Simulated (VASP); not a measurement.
Wanted: the native input for a VASP 6.6.1 run.

| Item | Value |
| --- | --- |
| Task | single point |
| Functional | LDA |
| Potentials or basis | VASP PAW LDA potentials, release 64 (Re) |
| Cutoff | 520 eV |
| k mesh | 6 × 6 × 4 |
| Occupations | fermi-dirac, width 0.05 eV |
| Spin | no spin polarisation |
| Dipole correction | no |
| Further INCAR settings | ALGO = Normal; EDIFF = 1e-07; NBANDS = 14 |

The structure of Re lies in POSCAR:

```
Re
1.0
    2.7608000000      0.0000000000      0.0000000000
   -1.3804000000      2.3909229348      0.0000000000
    0.0000000000      0.0000000000      4.4582000000
Re
2
Direct
    0.6666666667      0.3333333333      0.7500000000
    0.3333333333      0.6666666667      0.2500000000
```

One way to write it, as run:

INCAR

```
PREC = Accurate
ENCUT = 520
EDIFF = 1E-7
ISMEAR = -1
SIGMA = 0.05
LREAL = False
LASPH = True
NELM = 60
ALGO = Normal
ISIF = 2
LWAVE = False
LCHARG = True
LELF = True
LVHAR = True
NBANDS = 14
```

KPOINTS

```
Automatic mesh
0
Gamma
  6 6 4
```

Potentials or basis: VASP PAW LDA potentials, release 64 (Re).

Command:

```sh
$ cat potpaw_LDA.64/Re/POTCAR > POTCAR
$ mpirun -np 1 vasp_std > vasp.out
```

It gave:

* Pressure: -8.3 GPa
* Band gap on the k mesh: zero (band 7 reaches 9.03 eV, above the bottom of band 8 at 6.11 eV)

Caveat: the k points lie up to 0.44 Å⁻¹ apart; spin-orbit coupling is left out, which moves the levels of the heavy elements.

Run time: 17 s on 1 thread of AMD EPYC 7R13, on a shared host, peak memory 0.11 GiB.
